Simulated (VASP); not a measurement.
A run of VASP 6.6.1 is set up as follows.

Contents of INCAR:

```
SYSTEM = V
PREC     = Accurate       ! precision mode
ENCUT    = 520            ! plane-wave cutoff, eV
EDIFF    = 1E-6           ! SCF threshold, eV
ISMEAR   = -1             ! smearing method
SIGMA    = 0.1            ! smearing width, eV
LREAL    = .False.        ! projectors in reciprocal space
LASPH    = .True.         ! aspherical terms in the spheres
NELM     = 80             ! most SCF steps
ALGO     = Normal         ! electronic algorithm
ISIF     = 2              ! what is computed and relaxed
LWAVE    = .False.        ! write WAVECAR
LCHARG   = .False.        ! write CHGCAR
GGA      = B5             ! functional
ALDAX    = 1.0          
AGGAX    = 1.0          
AGGAC    = 1.0          
ALDAC    = 0.0          
NBANDS   = 20             ! bands
```

The input KPOINTS:

```
regular mesh
0
Gamma
  15 15 8
  0 0 0
```

The input POSCAR:

```
V
1.0
    2.6244394618      0.0000000000      0.0000000000
   -1.3122197309      2.2728312446      0.0000000000
    0.0000000000      0.0000000000      4.7901729279
V
2
Direct
    0.3333333333      0.6666666667      0.2500000000
    0.6666666667      0.3333333333      0.7500000000
```

Potentials or basis: VASP PAW PBE potentials, release 64 (V_sv).

Command:

```sh
$ cat potpaw_PBE.64/V_sv/POTCAR > POTCAR
$ mpirun -np 1 vasp_std > vasp.out
```

What does it give for the pressure?

0.3 GPa.

Predict the band gap on the k mesh.

zero (bands 13 and 14 overlap by 2.13 eV).

Caveat: the PAW data sets were made with another functional, which shifts forces and pressure a little.
